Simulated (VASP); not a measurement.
# Zr (P6_3/mmc) in VASP: further runs

Zr is run at these levels: PBE; tasks: single point.

Program: VASP 6.6.1. These are calculated values, not measurements. Logs are shortened: lines on timing, memory, paths and dates and some standing lists are left out, and cuts for length are marked.

## (1) The cell of the first run

The structure is hexagonal, space group P6_3/mmc (No. 194). Conventional cell: a = 2.751 Å, b = 2.751 Å, c = 4.854 Å, α = 90.00°, β = 90.00°, γ = 120.00°. Within 3.6 Å of Zr (site symmetry -6m2) lie 12 Zr at 2.75 to 2.90 Å.

## (2) Single point, PBE (15.90 Å³/atom)

The input, INCAR:

```
SYSTEM = Zr
  PREC = Accurate
  ENCUT = 520
  EDIFF = 1E-7
  ISMEAR = -1
  SIGMA = 0.05
  LREAL = .FALSE.
  LASPH = .TRUE.
  NELM = 60
  ALGO = Normal
  ISIF = 2
  LWAVE = .FALSE.
  LCHARG = .FALSE.
  GGA = PE
  NBANDS = 19
```

The input, KPOINTS:

```
regular mesh
0
G
  15 15 8
  0 0 0
```

The input, POSCAR:

```
Zr
1.0
    2.7505333549      0.0000000000      0.0000000000
   -1.3752666775      2.3820317593      0.0000000000
    0.0000000000      0.0000000000      4.8541728356
Zr
2
Direct
    0.3333333333      0.6666666667      0.2500000000
    0.6666666667      0.3333333333      0.7500000000
```

Potentials or basis: VASP PAW PBE potentials, release 64 (Zr_sv).

Run with:

```sh
$ cat potpaw_PBE.64/Zr_sv/POTCAR > POTCAR
$ mpirun -np 1 vasp_std > vasp.out
```

OUTCAR:

```text
SYSTEM = Zr
   PREC = Accurate
   ENCUT = 520
   EDIFF = 1E-7
   ISMEAR = -1
   LREAL = .FALSE.
   LASPH = .TRUE.
   NELM = 60
   ISIF = 2
   GGA = PE

 ion  position               nearest neighbor table
   1  0.333  0.667  0.250-   2 2.90   2 2.90   2 2.90   2 2.90   2 2.90   2 2.90
   2  0.667  0.333  0.750-   1 2.90   1 2.90   1 2.90   1 2.90   1 2.90   1 2.90

  LATTYP: Found a hexagonal cell.
 ALAT       =     2.7505333549
 C/A-ratio  =     1.7648114781

  Lattice vectors:

 A1 = (   2.7505333549,   0.0000000000,   0.0000000000)
 A2 = (  -1.3752666775,   2.3820317593,   0.0000000000)
 A3 = (   0.0000000000,   0.0000000000,   4.8541728356)

Analysis of symmetry for initial positions (statically):
=====================================================================
 Subroutine PRICEL returns:
 Original cell was already a primitive cell.

 Routine SETGRP: Setting up the symmetry group for a
 hexagonal supercell.

 Subroutine GETGRP returns: Found 24 space group operations
 (whereof 12 operations were pure point group operations)
 out of a pool of 24 trial point group operations.

The static configuration has the point symmetry D_3d.
 The point group associated with its full space group is D_6h.

Analysis of symmetry for dynamics (positions and initial velocities):
=====================================================================
 Subroutine PRICEL returns:
 Original cell was already a primitive cell.

 Routine SETGRP: Setting up the symmetry group for a
 hexagonal supercell.

 Subroutine GETGRP returns: Found 24 space group operations
 (whereof 12 operations were pure point group operations)
 out of a pool of 24 trial point group operations.

The dynamic configuration has the point symmetry D_3d.
 The point group associated with its full space group is D_6h.

 Subroutine INISYM returns: Found 24 space group operations
 (whereof 12 operations are pure point group operations),
 and found     1 'primitive' translations

----------------------------------------------------------------------------------------

                                     Primitive cell

  volume of cell :      31.8039

  direct lattice vectors                    reciprocal lattice vectors
     2.750533355  0.000000000  0.000000000     0.363565851  0.209904842  0.000000000
    -1.375266677  2.382031759  0.000000000     0.000000000  0.419809684  0.000000000
     0.000000000  0.000000000  4.854172836     0.000000000  0.000000000  0.206008322

  length of vectors
     2.750533355  2.750533355  4.854172836     0.419809684  0.419809684  0.206008322

  position of ions in fractional coordinates (direct lattice)
     0.333333333  0.666666667  0.250000000
     0.666666667  0.333333333  0.750000000

  ion indices of the primitive-cell ions
   primitive index   ion index
                 1           1
                 2           2

----------------------------------------------------------------------------------------

 KPOINTS: regular mesh

Automatic generation of k-mesh.
 Grid dimensions read from file:
 generate k-points for:   15   15    8

 Generating k-lattice:

  Cartesian coordinates                     Fractional coordinates (reciprocal lattice)
     0.024237723  0.013993656  0.000000000     0.066666667  0.000000000  0.000000000
     0.000000000  0.027987312  0.000000000     0.000000000  0.066666667  0.000000000
     0.000000000  0.000000000  0.025751040     0.000000000  0.000000000  0.125000000

  Length of vectors
     0.027987312  0.027987312  0.025751040

  Shift w.r.t. Gamma in fractional coordinates (k-lattice)
     0.000000000  0.000000000  0.000000000

 Subroutine IBZKPT returns following result:
 ===========================================

 Found    135 irreducible k-points:

 Following reciprocal coordinates:
            Coordinates               Weight
  0.000000  0.000000  0.000000      1.000000
  0.066667  0.000000  0.000000      6.000000
  0.133333  0.000000  0.000000      6.000000
  0.200000  0.000000  0.000000      6.000000
  0.266667  0.000000  0.000000      6.000000
  0.333333  0.000000  0.000000      6.000000
[... 16 lines left out ...]
  0.333333  0.200000  0.000000     12.000000
  0.400000  0.200000  0.000000      6.000000
 [... further k-points ...]
   k-points           NKPTS =    135   k-points in BZ     NKDIM =    135   number of bands    NBANDS=     19
   number of dos      NEDOS =    301   number of ions     NIONS =      2
   total plane-waves  NPLWV =  14400
   dimension x,y,z NGX =    20 NGY =   20 NGZ =   36
   dimension x,y,z NGXF=    40 NGYF=   40 NGZF=   72
   ions per type =               2
   NGX,Y,Z   is equivalent  to a cutoff of  12.09, 12.09, 12.33 a.u.
   NGXF,Y,Z  is equivalent  to a cutoff of  24.18, 24.18, 24.66 a.u.
 SYSTEM =  Zr
   PREC   = accura    normal or accurate (medium, high low for compatibility)
   ISTART =      0    job   : 0-new  1-cont  2-samecut
   ICHARG =      2    charge: 1-file 2-atom 10-const
   ISPIN  =      1    spin polarized calculation?
   LNONCOLLINEAR =      F non collinear calculations
   LSORBIT =      F    spin-orbit coupling
   LASPH  =      T    aspherical Exc in radial PAW
   ENCUT  =  520.0 eV  38.22 Ry    6.18 a.u.   5.11  5.11  9.03*2*pi/ulx,y,z
   NELM   =     60;   NELMIN=  2; NELMDL= -5     # of ELM steps
   EDIFF  = 0.1E-06   stopping-criterion for ELM
   LREAL  =      F    real-space projection
   EDIFFG = 0.1E-05   stopping-criterion for IOM
   NSW    =      0    number of steps for IOM
   IBRION =     -1    ionic relax: 0-MD 1-quasi-New 2-CG
   NFREE  =      0    steps in history (QN), initial steepest desc. (CG)
   ISIF   =      2    stress and relaxation
   ISYM   =      2    0-nonsym 1-usesym 2-fastsym
   POTIM  = 0.5000    time-step for ionic-motion
   TEBEG  =    0.0;   TEEND  =   0.0 temperature during run
   PSTRESS=    0.0 pullay stress
   NELECT =      24.0000    total number of electrons
   NUPDOWN=      -1.0000    fix difference up-down
   EMIN   =  10.00;   EMAX   =-10.00  energy-range for DOS
   EFERMI =   0.00;   METHOD = LEGACY
   ISMEAR =    -1;   SIGMA  =   0.05  broadening in eV -4-tet -1-fermi 0-gaus
   EFERMI_NEDOS =   21; number of points for ismear=-14 and -15
   IALGO  =     38    algorithm
   IMIX   =      4    mixing-type and parameters
     AMIX     =   0.40;   BMIX     =  1.00
     AMIX_MAG =   1.60;   BMIX_MAG =  1.00
  volume/ion in A,a.u.               =      15.90       107.31
  Fermi-wavevector in a.u.,A,eV,Ry     =   1.490454  2.816550 30.224719  2.221454
  Thomas-Fermi vector in A             =   2.603234
   LORBIT       =      0    0 simple, 1 ext, 2 COOP (PROOUT), +10 PAW based schemes
   GGA     = PE    functional components
   LHFCALC =     F    Hartree Fock is set to
   AEXX    =    0.0000 exact exchange contribution
   IVDW    =     0    specifies the selected vdW correction
   LEPSILON=     F    determine dielectric tensor
   LRPA    =     F    only Hartree local field effects (RPA)
 non-spin polarized calculation
  energy-cutoff  :      520.00
  volume of cell :       31.80
 maximum number of plane-waves:       870
   NGX = 11   NGY = 11   NGZ = 19

 number of electron      24.0000000 magnetization

 Free energy of the ion-electron system (eV)
  ---------------------------------------------------
  ext. energy  EPLUGINS =         0.00000000
  ---------------------------------------------------
  free energy    TOTEN  =       -14.74379290 eV

  energy without entropy =      -14.73313764  energy(sigma->0) =      -14.73846527

 E-fermi :  13.7972     XC(G=0): -12.9403

 val. band max:       13.7785347142   @ k =   0.1333   0.0667   0.3750
 cond. band min:      13.8009192080   @ k =   0.1333   0.0667   0.2500
 fundamental gap:      0.0223844939
 Fermi energy:        13.7972264071

 k-point     1 :       0.0000    0.0000    0.0000
  band No.  band energies     occupation
      1     -34.6315      2.00000
      2     -34.1662      2.00000
      3     -13.8510      2.00000
      4     -11.2935      2.00000
      5     -11.1717      2.00000
      6     -11.1717      2.00000
[... 11 lines left out ...]
     18      17.8577      0.00000
     19      20.6256      0.00000

 k-point     2 :       0.0667    0.0000    0.0000
  band No.  band energies     occupation
      1     -34.6057      2.00000
      2     -34.1483      2.00000
      3     -13.8100      2.00000
      4     -11.3071      2.00000
      5     -11.2985      2.00000
      6     -11.2084      2.00000
[... 11 lines left out ...]
     18      17.6464      0.00000
     19      20.7603      0.00000

 k-point     3 :       0.1333    0.0000    0.0000
  band No.  band energies     occupation
      1     -34.5317      2.00000
      2     -34.0980      2.00000
      3     -13.6901      2.00000
      4     -11.6816      2.00000
      5     -11.4343      2.00000
      6     -11.3157      2.00000
[... 11 lines left out ...]
     18      17.1525      0.00000
     19      21.0308      0.00000

 k-point     4 :       0.2000    0.0000    0.0000
  band No.  band energies     occupation
      1     -34.4189      2.00000
      2     -34.0244      2.00000
      3     -13.5016      2.00000
      4     -12.2134      2.00000
      5     -11.9445      2.00000
      6     -11.4474      2.00000
[... 11 lines left out ...]
     18      17.4544      0.00000
     19      21.2612      0.00000

 k-point     5 :       0.2667    0.0000    0.0000
  band No.  band energies     occupation
      1     -34.2827      2.00000
      2     -33.9417      2.00000
      3     -13.2615      2.00000
      4     -12.7967      2.00000
      5     -12.4950      2.00000
      6     -11.5991      2.00000
[... 11 lines left out ...]
     18      18.6835      0.00000
     19      21.3912      0.00000
[... 334 lines left out ...]
      2     -33.8490      2.00000
      3     -13.0966      2.00000
      4     -13.0333      2.00000
      5     -12.9297      2.00000
      6     -11.9699      2.00000
[... 11 lines left out ...]
     18      20.4217      0.00000
     19      21.6832      0.00000

 k-point    22 :       0.2667    0.2000    0.0000
  band No.  band energies     occupation
      1     -33.9956      2.00000
      2     -33.8014      2.00000
      3     -13.4017      2.00000
      4     -13.2106      2.00000
      5     -12.6827      2.00000
      6     -12.2380      2.00000
[... 11 lines left out ...]
     18      20.7059      0.00000
     19      23.2671      0.00000

 k-point    23 :       0.3333    0.2000    0.0000
  band No.  band energies     occupation
      1     -33.9074      2.00000
      2     -33.7784      2.00000
      3     -13.6086      2.00000
      4     -13.2962      2.00000
      5     -12.4609      2.00000
      6     -12.4541      2.00000
[... 11 lines left out ...]
     18      20.7833      0.00000
     19      24.3194      0.00000

 k-point    24 :       0.4000    0.2000    0.0000
  band No.  band energies     occupation
      1     -33.8707      2.00000
      2     -33.7754      2.00000
      3     -13.6809      2.00000
      4     -13.3191      2.00000
      5     -12.5386      2.00000
      6     -12.3535      2.00000
[... 11 lines left out ...]
     18      20.5814      0.00000
     19      24.5555      0.00000

 [... further k-points ...]

------------------------ aborting loop because EDIFF is reached ----------------------------------------

  FORCE on cell =-STRESS in cart. coord.  units (eV):
  Direction    XX          YY          ZZ          XY          YZ          ZX
  --------------------------------------------------------------------------------------
  -------------------------------------------------------------------------------------
  Total       12.6368040     12.6368040     12.6166710     -0.0000000     -0.0000000      0.0000000
  in kB      636.6021965    636.6021965    635.5879616     -0.0000000     -0.0000000      0.0000000
  external PRESSURE =     636.2641182 kB  Pullay stress =       0.0000000 kB

 VOLUME and BASIS-vectors are now :
 -----------------------------------------------------------------------------
  energy-cutoff  :      520.00
  volume of cell :       31.80
      direct lattice vectors                 reciprocal lattice vectors
     2.750533355  0.000000000  0.000000000     0.363565851  0.209904842  0.000000000
    -1.375266677  2.382031759  0.000000000     0.000000000  0.419809684  0.000000000
     0.000000000  0.000000000  4.854172836     0.000000000  0.000000000  0.206008322

 POSITION                                       TOTAL-FORCE (eV/Angst)
 -----------------------------------------------------------------------------------
     -0.00000      1.58802      1.21354         0.000000     -0.000000      0.000000
      1.37527      0.79401      3.64063        -0.000000      0.000000      0.000000
 -----------------------------------------------------------------------------------
    total drift:                               -0.000000      0.000000     -0.000000

  FREE ENERGIE OF THE ION-ELECTRON SYSTEM (eV)
  ---------------------------------------------------
  free  energy   TOTEN  =       -14.7437929003 eV

  energy  without entropy=      -14.7331376376  energy(sigma->0) =      -14.73846527
```

Run time: 81 s. Hardware: 1 thread of Intel Xeon 8259CL, shared host; peak memory 0.19 GiB.

Results:

* Free energy: -14.7438 eV
* Pressure: 63.6 GPa
* Band gap on the k mesh: zero (bands 12 and 13 overlap by 1.48 eV)

Levels at points of the mesh, in eV from the Fermi level:
| k point | band 10 | band 11 | band 12 | band 13 | band 14 | band 15 |
| --- | --- | --- | --- | --- | --- | --- |
| (0.00, 0.00, 0.00) | -3.74 | -0.11 | 1.14 | 1.14 | 1.93 | 1.93 |
| (0.00, 0.00, 0.50) | -3.72 | -0.33 | -0.33 | 1.21 | 1.21 | 1.21 |

Caveat: the cell stands under pressure.

(Continued in part 2 of 2.)
